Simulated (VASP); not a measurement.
# Pt8CO in VASP: single point with PBE

Aim: the single point of Pt8CO with PBE.

Everything below comes from runs of VASP 6.6.1. Logs are shortened: lines on timing, memory, paths and dates and some standing lists are left out, and cuts for length are marked.

### Step 1. The cell of the first run

The cell holds a slab with vacuum, 10 atoms: a = 5.615 Å, b = 2.807 Å, c = 27.026 Å, α = 90.00°, β = 90.00°, γ = 120.00°.

### Step 2. Single point, PBE

INCAR

```
PREC = Accurate ; ENCUT = 520
EDIFF = 1E-6 ; ISMEAR = 0
SIGMA = 0.1 ; LREAL = F
LASPH = T ; NELM = 60
ALGO = Normal ; ISIF = 2
LWAVE = F ; LCHARG = F
LDIPOL = T ; IDIPOL = 3
DIPOL = 0.5 0.5 0.486 ; GGA = PE
NBANDS = 56
```

KPOINTS

```
Automatic mesh
0
Gamma
  6 12 1
```

POSCAR

```
Pt8CO
1.0
    5.6145890053      0.0000000000      0.0000000000
   -1.4036472513      2.4311883552      0.0000000000
    0.0000000000      0.0000000000     27.0264390892
Pt C O
8 1 1
Direct
    0.3333333333      0.3333333333      0.3145068417
    0.8333333333      0.3333333333      0.3145068417
    0.6666666667      0.6666666667      0.3993181021
    0.1666666667      0.6666666667      0.3993181021
    0.0017131501      0.0017131501      0.4835695786
    0.4911782621     -0.0088217379      0.4841710708
    0.3227137500      0.3227137500      0.5742958800
    0.8224235881      0.3224235881      0.5651164834
    0.3264289151      0.3264289151      0.6423994173
    0.3288497177      0.3288497177      0.6850209660
```

Potentials or basis: VASP PAW PBE potentials, release 64 (Pt, C, O).

Command:

```console
cat potpaw_PBE.64/Pt/POTCAR potpaw_PBE.64/C/POTCAR potpaw_PBE.64/O/POTCAR > POTCAR
mpirun -np 1 vasp_std > vasp.out
```

OUTCAR:

```text
PREC = Accurate
   ENCUT = 520
   EDIFF = 1E-6
   ISMEAR = 0
   LREAL = F
   LASPH = T
   NELM = 60
   ISIF = 2
   GGA = PE

 ion  position               nearest neighbor table
   1  0.333  0.333  0.315-   2 2.81   2 2.81   2 2.81   2 2.81   4 2.81   4 2.81   3 2.81
   2  0.833  0.333  0.315-   1 2.81   1 2.81   1 2.81   1 2.81   3 2.81   3 2.81   4 2.81
   3  0.667  0.667  0.399-   5 2.80   4 2.81   4 2.81   4 2.81   4 2.81   2 2.81   2 2.81   1 2.81
                             6 2.82   6 2.82
   4  0.167  0.667  0.399-   6 2.78   5 2.79   5 2.79   3 2.81   3 2.81   3 2.81   3 2.81   1 2.81
                             1 2.81   2 2.81
   5  0.002  0.002  0.484-   8 2.75   8 2.75   6 2.76   6 2.76   4 2.79   4 2.79   3 2.80   6 2.85
                             6 2.85   7 2.91
   6  0.491  0.991  0.484-   8 2.72   5 2.76   5 2.76   4 2.78   3 2.82   3 2.82   5 2.85   5 2.85
                             7 2.93   7 2.93
   7  0.323  0.323  0.574-   9 1.84   8 2.82   8 2.82   8 2.82   8 2.82   5 2.91   6 2.93   6 2.93

   8  0.822  0.322  0.565-   6 2.72   5 2.75   5 2.75   7 2.82   7 2.82   7 2.82   7 2.82
   9  0.326  0.326  0.642-  10 1.15   7 1.84
  10  0.329  0.329  0.685-   9 1.15

  Warning from LATTYP: Monoclinic adjustment (A1->A3, A2->A1, A3->A2)!
  LATTYP: Found a simple orthorhombic cell.
 ALAT       =     2.8072945026
 B/A-ratio  =     1.7320508076
 C/A-ratio  =     9.6272190409

  Lattice vectors:

 A1 = (   1.4036472513,  -2.4311883552,   0.0000000000)
 A2 = (   4.2109417540,   2.4311883552,   0.0000000000)
 A3 = (   0.0000000000,   0.0000000000,  27.0264390892)

Analysis of symmetry for initial positions (statically):
=====================================================================
 Subroutine PRICEL returns:
 Original cell was already a primitive cell.

 Routine SETGRP: Setting up the symmetry group for a
 simple orthorhombic supercell.

 Subroutine GETGRP returns: Found  2 space group operations
 (whereof  2 operations were pure point group operations)
 out of a pool of  8 trial point group operations.

The static configuration has the point symmetry C_1h.

Analysis of symmetry for dynamics (positions and initial velocities):
=====================================================================
 Subroutine PRICEL returns:
 Original cell was already a primitive cell.

 Routine SETGRP: Setting up the symmetry group for a
 simple orthorhombic supercell.

 Subroutine GETGRP returns: Found  2 space group operations
 (whereof  2 operations were pure point group operations)
 out of a pool of  8 trial point group operations.

The dynamic configuration has the point symmetry C_1h.

 Subroutine INISYM returns: Found  2 space group operations
 (whereof  2 operations are pure point group operations),
 and found     1 'primitive' translations

----------------------------------------------------------------------------------------

                                     Primitive cell

  volume of cell :     368.9142

  direct lattice vectors                    reciprocal lattice vectors
     5.614589005  0.000000000  0.000000000     0.178107427  0.102830371  0.000000000
    -1.403647251  2.431188355  0.000000000     0.000000000  0.411321483  0.000000000
     0.000000000  0.000000000 27.026439089     0.000000000  0.000000000  0.037000805

  length of vectors
     5.614589005  2.807294503 27.026439089     0.205660742  0.411321483  0.037000805

  position of ions in fractional coordinates (direct lattice)
     0.333333333  0.333333333  0.314506842
     0.833333333  0.333333333  0.314506842
     0.666666667  0.666666667  0.399318102
     0.166666667  0.666666667  0.399318102
     0.001713150  0.001713150  0.483569579
     0.491178262  0.991178262  0.484171071
     0.322713750  0.322713750  0.574295880
     0.822423588  0.322423588  0.565116483
     0.326428915  0.326428915  0.642399417
     0.328849718  0.328849718  0.685020966

  ion indices of the primitive-cell ions
   primitive index   ion index
                 1           1
                 2           2
                 3           3
                 4           4
                 5           5
                 6           6
                 7           7
                 8           8
                 9           9
                10          10

----------------------------------------------------------------------------------------

 KPOINTS: Automatic mesh

Automatic generation of k-mesh.
 Grid dimensions read from file:
 generate k-points for:    6   12    1

 Generating k-lattice:

  Cartesian coordinates                     Fractional coordinates (reciprocal lattice)
     0.029684571  0.017138395  0.000000000     0.166666667 -0.000000000  0.000000000
     0.000000000  0.034276790  0.000000000     0.000000000  0.083333333  0.000000000
     0.000000000  0.000000000  0.037000805     0.000000000  0.000000000  1.000000000

  Length of vectors
     0.034276790  0.034276790  0.037000805

  Shift w.r.t. Gamma in fractional coordinates (k-lattice)
     0.000000000  0.000000000  0.000000000

 Subroutine IBZKPT returns following result:
 ===========================================

 Found     25 irreducible k-points:

 Following reciprocal coordinates:
            Coordinates               Weight
  0.000000  0.000000  0.000000      1.000000
  0.166667  0.000000  0.000000      2.000000
  0.333333 -0.000000  0.000000      2.000000
  0.500000 -0.000000  0.000000      1.000000
  0.000000  0.083333  0.000000      4.000000
  0.166667  0.083333  0.000000      4.000000
[... 16 lines left out ...]
  0.166667  0.500000  0.000000      2.000000
  0.333333  0.500000  0.000000      2.000000
   k-points           NKPTS =     25   k-points in BZ     NKDIM =     25   number of bands    NBANDS=     56
   number of dos      NEDOS =    301   number of ions     NIONS =     10
   total plane-waves  NPLWV = 211680
   dimension x,y,z NGX =    42 NGY =   24 NGZ =  210
   dimension x,y,z NGXF=    84 NGYF=   48 NGZF=  420
   ions per type =               8   1   1
   NGX,Y,Z   is equivalent  to a cutoff of  12.44, 14.21, 12.92 a.u.
   NGXF,Y,Z  is equivalent  to a cutoff of  24.87, 28.43, 25.84 a.u.
 SYSTEM =  unknown system
   PREC   = accura    normal or accurate (medium, high low for compatibility)
   ISTART =      0    job   : 0-new  1-cont  2-samecut
   ICHARG =      2    charge: 1-file 2-atom 10-const
   ISPIN  =      1    spin polarized calculation?
   LNONCOLLINEAR =      F non collinear calculations
   LSORBIT =      F    spin-orbit coupling
   LASPH  =      T    aspherical Exc in radial PAW
   ENCUT  =  520.0 eV  38.22 Ry    6.18 a.u.  10.44  5.22 50.25*2*pi/ulx,y,z
   NELM   =     60;   NELMIN=  2; NELMDL= -5     # of ELM steps
   EDIFF  = 0.1E-05   stopping-criterion for ELM
   LREAL  =      F    real-space projection
   EDIFFG = 0.1E-04   stopping-criterion for IOM
   NSW    =      0    number of steps for IOM
   IBRION =     -1    ionic relax: 0-MD 1-quasi-New 2-CG
   NFREE  =      0    steps in history (QN), initial steepest desc. (CG)
   ISIF   =      2    stress and relaxation
   ISYM   =      2    0-nonsym 1-usesym 2-fastsym
   POTIM  = 0.5000    time-step for ionic-motion
   TEBEG  =    0.0;   TEEND  =   0.0 temperature during run
   PSTRESS=    0.0 pullay stress
   NELECT =      90.0000    total number of electrons
   NUPDOWN=      -1.0000    fix difference up-down
   EMIN   =  10.00;   EMAX   =-10.00  energy-range for DOS
   EFERMI =   0.00;   METHOD = LEGACY
   ISMEAR =     0;   SIGMA  =   0.10  broadening in eV -4-tet -1-fermi 0-gaus
   EFERMI_NEDOS =   21; number of points for ismear=-14 and -15
   IALGO  =     38    algorithm
   IMIX   =      4    mixing-type and parameters
     AMIX     =   0.40;   BMIX     =  1.00
     AMIX_MAG =   1.60;   BMIX_MAG =  1.00
  volume/ion in A,a.u.               =      36.89       248.96
  Fermi-wavevector in a.u.,A,eV,Ry     =   1.022933  1.933063 14.237027  1.046392
  Thomas-Fermi vector in A             =   2.156639
   LORBIT       =      0    0 simple, 1 ext, 2 COOP (PROOUT), +10 PAW based schemes
   GGA     = PE    functional components
   LHFCALC =     F    Hartree Fock is set to
   AEXX    =    0.0000 exact exchange contribution
   IVDW    =     0    specifies the selected vdW correction
   LEPSILON=     F    determine dielectric tensor
   LRPA    =     F    only Hartree local field effects (RPA)
 non-spin polarized calculation
 Gauss-broadening in eV      SIGMA  =   0.10
  energy-cutoff  :      520.00
  volume of cell :      368.91
 maximum number of plane-waves:     10040
 NGX is ok and might be reduce to    42
   NGX = 21   NGY = 11   NGZ =101

 dipolmoment           0.000000      0.000000      0.000728 electrons x Angstroem

 number of electron      89.9999997 magnetization

 dipolmoment           0.000000      0.000000     -0.017116 electrons x Angstroem

 Free energy of the ion-electron system (eV)
  ---------------------------------------------------
  ext. energy  EPLUGINS =         0.00000000
  ---------------------------------------------------
  free energy    TOTEN  =       -62.48605427 eV

  energy without entropy =      -62.41615551  energy(sigma->0) =      -62.45110489

 E-fermi :   0.4120     XC(G=0):  -5.7214

 val. band max:        0.4095452290   @ k =   0.5000   0.4167   0.0000
 cond. band min:       0.4170742615   @ k =   0.3333   0.4167   0.0000
 fundamental gap:      0.0075290326
 Fermi energy:         0.4120073475

 k-point     1 :       0.0000    0.0000    0.0000
  band No.  band energies     occupation
      1     -23.9422      2.00000
      2     -10.5339      2.00000
      3      -8.8349      2.00000
      4      -7.7748      2.00000
      5      -7.3123      2.00000
      6      -6.9074      2.00000
[... 1405 lines left out ...]
     55       6.2607      0.00000
     56       6.3510      0.00000

 [... further k-points ...]

------------------------ aborting loop because EDIFF is reached ----------------------------------------

 vacuum level on the upper side and lower side of the slab       (xc-potential included)        -0.297        -0.091

  FORCE on cell =-STRESS in cart. coord.  units (eV):
  Direction    XX          YY          ZZ          XY          YZ          ZX
  --------------------------------------------------------------------------------------
  -------------------------------------------------------------------------------------
  Total       -5.1488075     -4.3881470      1.3335464     -0.6587513     -0.0112353     -0.0194570
  in kB      -22.3610316    -19.0575184      5.7915301     -2.8609263     -0.0487944     -0.0845006
  external PRESSURE =     -11.8756733 kB  Pullay stress =       0.0000000 kB

 VOLUME and BASIS-vectors are now :
 -----------------------------------------------------------------------------
  energy-cutoff  :      520.00
  volume of cell :      368.91
      direct lattice vectors                 reciprocal lattice vectors
     5.614589005  0.000000000  0.000000000     0.178107427  0.102830371  0.000000000
    -1.403647251  2.431188355  0.000000000     0.000000000  0.411321483  0.000000000
     0.000000000  0.000000000 27.026439089     0.000000000  0.000000000  0.037000805

 POSITION                                       TOTAL-FORCE (eV/Angst)
 -----------------------------------------------------------------------------------
      1.40365      0.81040      8.50000        -0.046381     -0.026778     -0.131604
      4.21094      0.81040      8.50000         0.055146      0.031838     -0.126870
      2.80729      1.62079     10.79215        -0.002927     -0.001690      0.062884
      0.00000      1.62079     10.79215        -0.005482     -0.003165      0.235159
      0.00721      0.00416     13.06916         0.005700      0.003291     -0.000070
      1.36650      2.40974     13.08542        -0.003282     -0.001895      0.002516
      1.35893      0.78458     15.52117        -0.003215     -0.001856     -0.096018
      4.16500      0.78387     15.27309        -0.001174     -0.000678     -0.022139
      1.37457      0.79361     17.36177        -0.003946     -0.002278     -0.744719
      1.38477      0.79950     18.51368         0.005561      0.003211      0.820862
 -----------------------------------------------------------------------------------
    total drift:                                0.000428      0.000229      0.001250

  FREE ENERGIE OF THE ION-ELECTRON SYSTEM (eV)
  ---------------------------------------------------
  free  energy   TOTEN  =       -62.4860542742 eV

  energy  without entropy=      -62.4161555119  energy(sigma->0) =      -62.45110489

 vacuum level on the upper side and lower side of the slab         5.701         5.917
```

It took 20 min on 1 thread of Intel Xeon Platinum 8375C at 2.90GHz (Ice Lake), shared host; peak memory 0.77 GiB.

Results:

- Free energy: -62.4861 eV
- Largest force: 0.821 eV/Å
- Band gap on the k mesh: zero (bands 45 and 46 overlap by 1.15 eV)

Forces on the atoms (eV/Å):
```
Pt  -0.046 -0.027 -0.132
Pt   0.055  0.032 -0.127
Pt  -0.003 -0.002  0.063
Pt  -0.005 -0.003  0.235
Pt   0.006  0.003  0.000
Pt  -0.003 -0.002  0.003
Pt  -0.003 -0.002 -0.096
Pt  -0.001 -0.001 -0.022
C   -0.004 -0.002 -0.745
O    0.006  0.003  0.821
```

Levels at points of the mesh, in eV from the Fermi level:
```tsv
k point	band 42	band 43	band 44	band 45	band 46	band 47	band 48	band 49	band 50	band 51
(0.00, 0.00, 0.00)	-0.18	-0.10	-0.09	0.02	0.14	0.24	0.29	0.55	0.58	1.64
(0.50, 0.00, 0.00)	-1.25	-1.21	-1.00	-0.82	-0.50	-0.47	-0.06	0.08	0.15	1.13
(0.00, 0.50, 0.00)	0.25	0.28	0.50	0.55	0.55	1.00	1.56	2.04	2.62	2.69
(0.50, 0.50, 0.00)	-0.04	0.22	0.30	0.58	1.23	1.81	2.00	2.45	2.82	3.07
```

Caveat: spin-orbit coupling is left out, which moves the levels of the heavy elements.
